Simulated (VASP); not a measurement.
Input of a VASP 6.6.1 run:

Contents of INCAR:

```
SYSTEM = GaN
PREC = Accurate
ENCUT = 600
EDIFF = 1E-6
ISMEAR = -1
SIGMA = 0.1
LREAL = .False.
LASPH = .True.
NELM = 120
ALGO = Normal
ISIF = 2
LWAVE = .False.
LCHARG = .True.
GGA = PS
LELF = .True.
LVHAR = .True.
NBANDS = 16
GGA_COMPAT = .False.
```

KPOINTS

```
regular mesh
0
Gamma
  8 8 8
  0 0 0
```

The input POSCAR:

```
GaN
1.0
    0.0000000000      2.0767057024      2.0767057024
    2.0767057024      0.0000000000      2.0767057024
    2.0767057024      2.0767057024      0.0000000000
Ga N
1 1
Direct
    0.0000000000      0.0000000000      0.0000000000
    0.5000000000      0.5000000000      0.5000000000
```

Potentials or basis: VASP PAW PBE potentials, release 64 (Ga_d, N).

Command:

```bash
$ cat potpaw_PBE.64/Ga_d/POTCAR potpaw_PBE.64/N/POTCAR > POTCAR
$ mpirun -np 1 vasp_std > vasp.out
```

Question: What does it give for the pressure?

Answer: 12.6 GPa.

Question: Predict the band gap on the k mesh.

Answer: 0.86 eV, indirect (least direct gap 3.44 eV).

Caveat: the PAW data sets were made with another functional, which shifts forces and pressure a little. A k mesh can miss the band edges.
